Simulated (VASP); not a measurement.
# MnAs (P6_3/mmc) in VASP: further runs

The runs below take MnAs through single point, relaxation of shape and atoms at fixed volume, with PBE.

Everything below comes from runs of VASP 6.6.1. Logs are shortened: lines on timing, memory, paths and dates and some standing lists are left out, and cuts for length are marked.

**1. The cell of the first run**

Symmetry: P6_3/mmc, No. 194, hexagonal system. The conventional cell has a = 3.698 Å, b = 3.698 Å, c = 5.539 Å, α = 90.00°, β = 90.00°, γ = 120.00°. Mn (site symmetry -3m) has 6 As at 2.54 Å and 2 Mn at 2.77 Å within 3.4 Å. As (site symmetry -6m2) has 6 Mn at 2.54 Å and 6 As at 3.50 Å within 3.5 Å.

**2. Single point, PBE, collinear spin (16.40 Å³/atom)**

Contents of INCAR:

```
ALGO = Normal
EDIFF = 1E-6
ENCUT = 500
GGA = PE
GGA_COMPAT = F
ISIF = 2
ISMEAR = 0
ISPIN = 2
LASPH = T
LCHARG = F
LMAXMIX = 4
LORBIT = 11
LREAL = F
LWAVE = F
MAGMOM = 3.14 3.14 -0.12 -0.12
NBANDS = 30
NELM = 200
PREC = Accurate
SIGMA = 0.1
```

Contents of KPOINTS:

```
k-points
0
Gamma
  12 12 8
```

Contents of POSCAR:

```
MnAs
1.0
    3.6981204641      0.0000000000      0.0000000000
   -1.8490602320      3.2026662681      0.0000000000
    0.0000000000      0.0000000000      5.5392948444
Mn As
2 2
Direct
    0.0000000000      0.0000000000      0.0000000000
    0.0000000000      0.0000000000      0.5000000000
    0.3333333333      0.6666666667      0.2500000000
    0.6666666667      0.3333333333      0.7500000000
```

Potentials or basis: VASP PAW PBE potentials, release 64 (Mn_pv, As).

Launch:

```console
$ cat potpaw_PBE.64/Mn_pv/POTCAR potpaw_PBE.64/As/POTCAR > POTCAR
$ mpirun -np 1 vasp_std > vasp.out
```

OUTCAR:

```text
EDIFF = 1E-6
   ENCUT = 500
   GGA = PE
   ISIF = 2
   ISMEAR = 0
   ISPIN = 2
   LASPH = T
   LORBIT = 11
   LREAL = F
   NELM = 200
   PREC = Accurate

 ion  position               nearest neighbor table
   1  0.000  0.000  0.000-   3 2.54   4 2.54   3 2.54   4 2.54   4 2.54   3 2.54   2 2.77   2 2.77

   2  0.000  0.000  0.500-   3 2.54   4 2.54   3 2.54   4 2.54   4 2.54   3 2.54   1 2.77   1 2.77

   3  0.333  0.667  0.250-   1 2.54   2 2.54   1 2.54   2 2.54   1 2.54   2 2.54
   4  0.667  0.333  0.750-   1 2.54   2 2.54   1 2.54   2 2.54   1 2.54   2 2.54

  LATTYP: Found a hexagonal cell.
 ALAT       =     3.6981204641
 C/A-ratio  =     1.4978676055

  Lattice vectors:

 A1 = (   3.6981204641,   0.0000000000,   0.0000000000)
 A2 = (  -1.8490602320,   3.2026662681,   0.0000000000)
 A3 = (   0.0000000000,   0.0000000000,   5.5392948444)

Analysis of symmetry for initial positions (statically):
=====================================================================
 Subroutine PRICEL returns:
 Original cell was already a primitive cell.

 Routine SETGRP: Setting up the symmetry group for a
 hexagonal supercell.

 Subroutine GETGRP returns: Found 24 space group operations
 (whereof 12 operations were pure point group operations)
 out of a pool of 24 trial point group operations.

The static configuration has the point symmetry D_3d.
 The point group associated with its full space group is D_6h.

Analysis of symmetry for dynamics (positions and initial velocities):
=====================================================================
 Subroutine PRICEL returns:
 Original cell was already a primitive cell.

 Routine SETGRP: Setting up the symmetry group for a
 hexagonal supercell.

 Subroutine GETGRP returns: Found 24 space group operations
 (whereof 12 operations were pure point group operations)
 out of a pool of 24 trial point group operations.

The dynamic configuration has the point symmetry D_3d.
 The point group associated with its full space group is D_6h.

Analysis of structural, dynamic, and magnetic symmetry:
=====================================================================
 Subroutine PRICEL returns:
 Original cell was already a primitive cell.

 Routine SETGRP: Setting up the symmetry group for a
 hexagonal supercell.

 Subroutine GETGRP returns: Found 24 space group operations
 (whereof 12 operations were pure point group operations)
 out of a pool of 24 trial point group operations.

The overall configuration has the point symmetry D_3d.
 The point group associated with its full space group is D_6h.

 Subroutine INISYM returns: Found 24 space group operations
 (whereof 12 operations are pure point group operations),
 and found     1 'primitive' translations

----------------------------------------------------------------------------------------

                                     Primitive cell

  volume of cell :      65.6066

  direct lattice vectors                    reciprocal lattice vectors
     3.698120464  0.000000000  0.000000000     0.270407633  0.156119920  0.000000000
    -1.849060232  3.202666268  0.000000000     0.000000000  0.312239839  0.000000000
     0.000000000  0.000000000  5.539294844     0.000000000  0.000000000  0.180528394

  length of vectors
     3.698120464  3.698120464  5.539294844     0.312239839  0.312239839  0.180528394

  position of ions in fractional coordinates (direct lattice)
     0.000000000  0.000000000  0.000000000
     0.000000000  0.000000000  0.500000000
     0.333333333  0.666666667  0.250000000
     0.666666667  0.333333333  0.750000000

  ion indices of the primitive-cell ions
   primitive index   ion index
                 1           1
                 2           2
                 3           3
                 4           4

----------------------------------------------------------------------------------------

 KPOINTS: k-points

Automatic generation of k-mesh.
 Grid dimensions read from file:
 generate k-points for:   12   12    8

 Generating k-lattice:

  Cartesian coordinates                     Fractional coordinates (reciprocal lattice)
     0.022533969  0.013009993  0.000000000     0.083333333  0.000000000  0.000000000
     0.000000000  0.026019987  0.000000000     0.000000000  0.083333333  0.000000000
     0.000000000  0.000000000  0.022566049     0.000000000  0.000000000  0.125000000

  Length of vectors
     0.026019987  0.026019987  0.022566049

  Shift w.r.t. Gamma in fractional coordinates (k-lattice)
     0.000000000  0.000000000  0.000000000

 Subroutine IBZKPT returns following result:
 ===========================================

 Found     95 irreducible k-points:

 Following reciprocal coordinates:
            Coordinates               Weight
  0.000000  0.000000  0.000000      1.000000
  0.083333  0.000000  0.000000      6.000000
  0.166667  0.000000  0.000000      6.000000
  0.250000  0.000000  0.000000      6.000000
  0.333333  0.000000  0.000000      6.000000
  0.416667  0.000000  0.000000      6.000000
[... 16 lines left out ...]
  0.250000  0.000000  0.125000     12.000000
  0.333333  0.000000  0.125000     12.000000
 [... further k-points ...]
   k-points           NKPTS =     95   k-points in BZ     NKDIM =     95   number of bands    NBANDS=     30
   number of dos      NEDOS =    301   number of ions     NIONS =      4
   total plane-waves  NPLWV =  31360
   dimension x,y,z NGX =    28 NGY =   28 NGZ =   40
   dimension x,y,z NGXF=    56 NGYF=   56 NGZF=   80
   ions per type =               2   2
   NGX,Y,Z   is equivalent  to a cutoff of  12.59, 12.59, 12.00 a.u.
   NGXF,Y,Z  is equivalent  to a cutoff of  25.17, 25.17, 24.01 a.u.
 SYSTEM =  unknown system
   PREC   = accura    normal or accurate (medium, high low for compatibility)
   ISTART =      0    job   : 0-new  1-cont  2-samecut
   ICHARG =      2    charge: 1-file 2-atom 10-const
   ISPIN  =      2    spin polarized calculation?
   LNONCOLLINEAR =      F non collinear calculations
   LSORBIT =      F    spin-orbit coupling
   LASPH  =      T    aspherical Exc in radial PAW
   ENCUT  =  500.0 eV  36.75 Ry    6.06 a.u.   6.74  6.74 10.10*2*pi/ulx,y,z
   NELM   =    200;   NELMIN=  2; NELMDL= -5     # of ELM steps
   EDIFF  = 0.1E-05   stopping-criterion for ELM
   LREAL  =      F    real-space projection
   EDIFFG = 0.1E-04   stopping-criterion for IOM
   NSW    =      0    number of steps for IOM
   IBRION =     -1    ionic relax: 0-MD 1-quasi-New 2-CG
   NFREE  =      0    steps in history (QN), initial steepest desc. (CG)
   ISIF   =      2    stress and relaxation
   ISYM   =      2    0-nonsym 1-usesym 2-fastsym
   POTIM  = 0.5000    time-step for ionic-motion
   TEBEG  =    0.0;   TEEND  =   0.0 temperature during run
   PSTRESS=    0.0 pullay stress
   NELECT =      36.0000    total number of electrons
   NUPDOWN=      -1.0000    fix difference up-down
   EMIN   =  10.00;   EMAX   =-10.00  energy-range for DOS
   EFERMI =   0.00;   METHOD = LEGACY
   ISMEAR =     0;   SIGMA  =   0.10  broadening in eV -4-tet -1-fermi 0-gaus
   EFERMI_NEDOS =   21; number of points for ismear=-14 and -15
   IALGO  =     38    algorithm
   IMIX   =      4    mixing-type and parameters
     AMIX     =   0.40;   BMIX     =  1.00
     AMIX_MAG =   1.60;   BMIX_MAG =  1.00
  volume/ion in A,a.u.               =      16.40       110.68
  Fermi-wavevector in a.u.,A,eV,Ry     =   1.340273  2.532749 24.440575  1.796332
  Thomas-Fermi vector in A             =   2.468599
   LORBIT       =     11    0 simple, 1 ext, 2 COOP (PROOUT), +10 PAW based schemes
   GGA     = PE    functional components
   LHFCALC =     F    Hartree Fock is set to
   AEXX    =    0.0000 exact exchange contribution
   IVDW    =     0    specifies the selected vdW correction
   LEPSILON=     F    determine dielectric tensor
   LRPA    =     F    only Hartree local field effects (RPA)
 spin polarized calculation
 Gauss-broadening in eV      SIGMA  =   0.10
  energy-cutoff  :      500.00
  volume of cell :       65.61
 maximum number of plane-waves:      1689
 NGX is ok and might be reduce to    28
   NGX = 13   NGY = 13   NGZ = 21

 number of electron      35.9999941 magnetization       5.9471388

 Free energy of the ion-electron system (eV)
  ---------------------------------------------------
  ext. energy  EPLUGINS =         0.00000000
  ---------------------------------------------------
  free energy    TOTEN  =       -28.27225763 eV

  energy without entropy =      -28.25823590  energy(sigma->0) =      -28.26524676

 E-fermi :   7.1607     XC(G=0): -11.3307

 val. band max:        7.1595333835   @ k =   0.1667   0.1667   0.3750
 cond. band min:       7.1608450270   @ k =   0.0833   0.0000   0.3750
 fundamental gap:      0.0013116435
 Fermi energy:         7.1606881772

 spin component 1

 k-point     1 :       0.0000    0.0000    0.0000
  band No.  band energies     occupation
      1     -42.6952      1.00000
      2     -42.6952      1.00000
      3     -42.6824      1.00000
      4     -42.6824      1.00000
      5     -42.4868      1.00000
      6     -42.3571      1.00000
[... 781 lines left out ...]
     29      16.7636      0.00000
     30      17.1186      0.00000

 [... further k-points ...]

 spin component 2

 k-point     1 :       0.0000    0.0000    0.0000
  band No.  band energies     occupation
      1     -39.4223      1.00000
      2     -39.4166      1.00000
      3     -39.4166      1.00000
      4     -39.4013      1.00000
      5     -39.4013      1.00000
      6     -39.2724      1.00000
[... 781 lines left out ...]
     29      17.0890      0.00000
     30      17.4538      0.00000

 [... further k-points ...]

------------------------ aborting loop because EDIFF is reached ----------------------------------------

  FORCE on cell =-STRESS in cart. coord.  units (eV):
  Direction    XX          YY          ZZ          XY          YZ          ZX
  --------------------------------------------------------------------------------------
  -------------------------------------------------------------------------------------
  Total       -0.6926026     -0.6926026     -0.7168994     -0.0000000      0.0000000      0.0000000
  in kB      -16.9140460    -16.9140460    -17.5073961     -0.0000000      0.0000000      0.0000000
  external PRESSURE =     -17.1118294 kB  Pullay stress =       0.0000000 kB

 VOLUME and BASIS-vectors are now :
 -----------------------------------------------------------------------------
  energy-cutoff  :      500.00
  volume of cell :       65.61
      direct lattice vectors                 reciprocal lattice vectors
     3.698120464  0.000000000  0.000000000     0.270407633  0.156119920  0.000000000
    -1.849060232  3.202666268  0.000000000     0.000000000  0.312239839  0.000000000
     0.000000000  0.000000000  5.539294844     0.000000000  0.000000000  0.180528394

 POSITION                                       TOTAL-FORCE (eV/Angst)
 -----------------------------------------------------------------------------------
      0.00000      0.00000      0.00000         0.000000      0.000000      0.000000
      0.00000      0.00000      2.76965         0.000000      0.000000      0.000000
     -0.00000      2.13511      1.38482         0.000000      0.000000      0.000000
      1.84906      1.06756      4.15447        -0.000000      0.000000     -0.000000
 -----------------------------------------------------------------------------------
    total drift:                               -0.000000      0.000000     -0.000000

  FREE ENERGIE OF THE ION-ELECTRON SYSTEM (eV)
  ---------------------------------------------------
  free  energy   TOTEN  =       -28.2722576290 eV

  energy  without entropy=      -28.2582358955  energy(sigma->0) =      -28.26524676

 total charge

# of ion       s       p       d       tot
------------------------------------------
    1        0.288   6.255   5.087  11.630
    2        0.288   6.255   5.087  11.630
    3        1.221   1.521   0.055   2.798
    4        1.221   1.521   0.055   2.798
--------------------------------------------------
tot          3.019  15.552  10.285  28.856

 magnetization (x)

# of ion       s       p       d       tot
------------------------------------------
    1        0.034   0.024   2.983   3.041
    2        0.034   0.024   2.983   3.041
    3        0.006  -0.136   0.008  -0.123
    4        0.006  -0.136   0.008  -0.123
--------------------------------------------------
tot          0.079  -0.223   5.982   5.838
```

Run time: 7.8 min. Hardware: 1 thread of Intel Xeon Platinum 8259CL at 2.50GHz (Skylake/Cascade Lake), shared host; peak memory 0.38 GiB.

What came out:

```
Free energy                                           : -28.2723 eV
Pressure                                              : -1.7 GPa
Net moment                                            : 5.95 μB per cell
Site moments                                          : Mn +3.04; As -0.12 μB
Valence electrons inside the program's atomic spheres : Mn 11.63; As 2.80
```

Levels at points of the mesh, in eV from the Fermi level:
Spin up:
```tsv
k point	band 18	band 19	band 20	band 21	band 22	band 23	band 24	band 25
(0.00, 0.00, 0.00)	-1.68	-0.18	0.53	0.53	1.75	2.98	2.98	3.75
(0.50, 0.00, 0.00)	-2.08	-1.98	-1.72	-1.51	-0.38	1.31	3.38	4.90
(0.00, 0.00, 0.50)	-2.50	-0.86	-0.86	2.15	2.15	2.15	2.15	5.62
(0.50, 0.00, 0.50)	-2.21	-1.86	-1.86	0.54	0.54	1.51	1.51	4.36
```
Spin down:
```
           k point  band 11  band 12  band 13  band 14  band 15  band 16  band 17  band 18  band 19  band 20
(0.00, 0.00, 0.00)    -3.06    -1.31    -0.28    -0.28    -0.07    -0.07     0.49     0.49     1.30     1.30
(0.50, 0.00, 0.00)    -3.36    -3.21    -2.86    -2.21    -1.49     0.62     0.65     0.73     0.78     1.36
(0.00, 0.00, 0.50)    -2.16    -2.16    -2.16    -2.16     0.32     0.32     0.32     0.32     0.73     0.73
(0.50, 0.00, 0.50)    -2.55    -2.55    -2.34    -2.34    -0.12    -0.12     0.87     0.87     0.98     0.98
```

**3. Relaxation of shape and atoms at fixed volume, PBE, collinear spin (14.97 Å³/atom)**

This run uses another cell than the first one, of 14.97 Å³/atom.

Contents of INCAR:

```
  PREC = Accurate
  ENCUT = 500
  EDIFF = 1E-7
  ISMEAR = 0
  SIGMA = 0.1
  LREAL = F
  LASPH = T
  NELM = 200
  ALGO = Normal
  ISIF = 4
  LWAVE = F
  LCHARG = F
  ISPIN = 2
  MAGMOM = 3.14 3.14 -0.12 -0.12
  LORBIT = 11
  LMAXMIX = 4
  GGA = PE
  IBRION = 2
  NSW = 50
  EDIFFG = -0.01
  GGA_COMPAT = F
  NELMIN = 4
```

Contents of KPOINTS:

```
Automatic mesh
0
Gamma
  12 12 8
```

Contents of POSCAR:

```
MnAs
1.0
    3.5790431045      0.0000000000      0.0000000000
   -1.7895215522      3.0995422497      0.0000000000
    0.0000000000      0.0000000000      5.3972602689
Mn As
2 2
Direct
    0.0000000000      0.0000000000      0.0000000000
    0.0000000000      0.0000000000      0.5000000000
    0.3333333333      0.6666666667      0.2500000000
    0.6666666667      0.3333333333      0.7500000000
```

Potentials or basis: VASP PAW PBE potentials, release 64 (Mn_pv, As).

Launch:

```console
$ cat potpaw_PBE.64/Mn_pv/POTCAR potpaw_PBE.64/As/POTCAR > POTCAR
$ mpirun -np 1 vasp_std > vasp.out
```

It took 7.5 min on 1 thread of AMD EPYC 9R14 (Zen 4), shared host; peak memory 0.31 GiB.

The run converged. Its results:

* Free energy: -28.2168 eV
* Energy gained by relaxing: 0.0 meV/atom
* Ionic steps: 2
* Pressure after relaxing: 5.6 GPa
* Net moment: 5.16 μB per cell
* Site moments: Mn +2.63; As -0.10 μB
* Valence electrons inside the program's atomic spheres: Mn 11.78; As 2.85

Stress tensor (GPa, compression positive):
```
5.68 0.00 0.00
0.00 5.68 0.00
0.00 0.00 5.54
```

Final structure:
```cif
data_structure
_symmetry_space_group_name_H-M 'P 1'
_symmetry_Int_Tables_number 1
_cell_length_a 3.5801
_cell_length_b 3.5801
_cell_length_c 5.3940
_cell_angle_alpha 90.000
_cell_angle_beta 90.000
_cell_angle_gamma 120.000
_cell_volume 59.87
loop_
_atom_site_label
_atom_site_type_symbol
_atom_site_fract_x
_atom_site_fract_y
_atom_site_fract_z
_atom_site_occupancy
Mn1 Mn 0.00000 0.00000 0.00000 1
Mn2 Mn 0.00000 0.00000 0.50000 1
As1 As 0.33333 0.66667 0.25000 1
As2 As 0.66667 0.33333 0.75000 1
```

Levels at points of the mesh, in eV from the Fermi level:
Spin up:
```tsv
k point	band 17	band 18	band 19	band 20	band 21	band 22	band 23	band 24	band 25
(0.00, 0.00, 0.00)	-1.41	-1.41	0.26	0.75	0.75	2.00	3.62	3.62	4.08
(0.50, 0.00, 0.00)	-1.87	-1.85	-1.77	-1.46	-1.23	0.22	1.81	4.01	5.32
(0.00, 0.00, 0.50)	-2.36	-2.36	-0.54	-0.54	2.65	2.65	2.65	2.65	6.13
(0.50, 0.00, 0.50)	-1.97	-1.97	-1.61	-1.61	0.86	0.86	2.10	2.10	4.81
```
Spin down:
| k point | band 11 | band 12 | band 13 | band 14 | band 15 | band 16 | band 17 | band 18 | band 19 | band 20 |
| --- | --- | --- | --- | --- | --- | --- | --- | --- | --- | --- |
| (0.00, 0.00, 0.00) | -3.39 | -1.67 | -0.59 | -0.59 | -0.32 | -0.32 | 0.75 | 0.75 | 1.15 | 1.15 |
| (0.50, 0.00, 0.00) | -3.60 | -3.57 | -3.21 | -2.25 | -1.88 | 0.46 | 0.52 | 0.58 | 0.60 | 1.27 |
| (0.00, 0.00, 0.50) | -2.41 | -2.41 | -2.41 | -2.41 | 0.07 | 0.07 | 0.07 | 0.07 | 0.80 | 0.80 |
| (0.50, 0.00, 0.50) | -2.79 | -2.79 | -2.60 | -2.60 | -0.39 | -0.39 | 0.73 | 0.73 | 0.88 | 0.88 |
